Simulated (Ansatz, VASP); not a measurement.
## Si in VASP and in Ansatz

```xyz
17
Lattice="0.0000 5.4300 5.4300 5.4300 0.0000 5.4300 5.4300 5.4300 0.0000" Properties=species:S:1:pos:R:3 pbc="T T T"
Si   -0.1221    0.1156   -0.1907
Si    1.3994    1.3690    1.3154
Si    2.8094    2.6149   -0.0946
Si    4.0576    4.0251    1.3133
Si    2.9056    0.1154    2.8365
Si    3.8225    1.6089    4.3220
Si    5.3135    2.5221    2.8312
Si    6.8316    4.0251    4.0870
Si    0.0361    2.6849    2.6785
Si    1.2953    4.1316    4.0042
Si    2.7429    5.3891    2.6771
Si    4.1586    6.6972    3.9860
Si    2.4407    2.9884    5.7039
Si    4.1405    4.1316    6.8492
Si    5.4676    5.3891    5.4017
Si    6.7278    6.7156    6.8468
Si    6.3682    4.4906    1.7766
```

Alike in both runs: functional PBE; dispersion D3(BJ); k mesh 2 × 2 × 2; occupations gaussian, width 0.05 eV; no spin polarisation.

Ansatz relaxed the structure, and its values are those at the end. VASP's run is a single point on that final structure, the one shown.

|  | VASP | Ansatz |
| --- | --- | --- |
| version | VASP 6.6.1 | Ansatz 0.2.0 |
| potentials or method | VASP PAW PBE potentials, release 64 (Si), cutoff 520 eV | scalar-relativistic, plane waves, PAW |
| valence electrons in the cell | 68 | 68 |

```csv
,VASP,Ansatz,Ansatz less VASP
rms of the force components (eV/Å),0.005,0.006,+0.0003
```

The k mesh is coarse, so the values compare programs but aren't converged.
